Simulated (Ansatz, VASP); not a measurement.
# Two plane-wave programs on H

```xyz
4
Lattice="2.6235 -2.5669 0.0000 2.6235 2.5669 0.0000 0.0000 0.0000 4.1418" Properties=species:S:1:pos:R:3 pbc="T T T"
H     2.6235   -2.3271    0.2838
H     2.6235    0.2398    1.7872
H     2.6235   -0.2398    2.3547
H     2.6235    2.3271    3.8581
```

Alike in both runs: task single point; functional LDA; k mesh 6 × 6 × 6; occupations gaussian, width 0.05 eV; no spin polarisation.

|  | VASP | Ansatz |
| --- | --- | --- |
| version | VASP 6.6.1 | Ansatz 0.2.0 |
| potentials or method | VASP PAW LDA potentials, release 64 (H), cutoff 520 eV | scalar-relativistic, plane waves, PAW |
| valence electrons in the cell | 4 | 4 |

```tsv
	VASP	Ansatz	Ansatz less VASP
gap on the k mesh at the Fermi level (eV)	8.69	8.69	+0.005
least direct gap on the mesh (eV)	9.35	9.36	+0.005
pressure (GPa)	0.6	0.7	+0.15
traceless stress, the component that is largest in VASP (GPa)	-1.26	-1.26	+0.003
rms of the force components (eV/Å)	0.533	0.528	-0.0054
```

LDA's correlation is that of Perdew and Zunger in VASP and of Perdew and Wang (1992) in Ansatz. Atom by atom the forces differ by 0.005 eV/Å (rms over components).
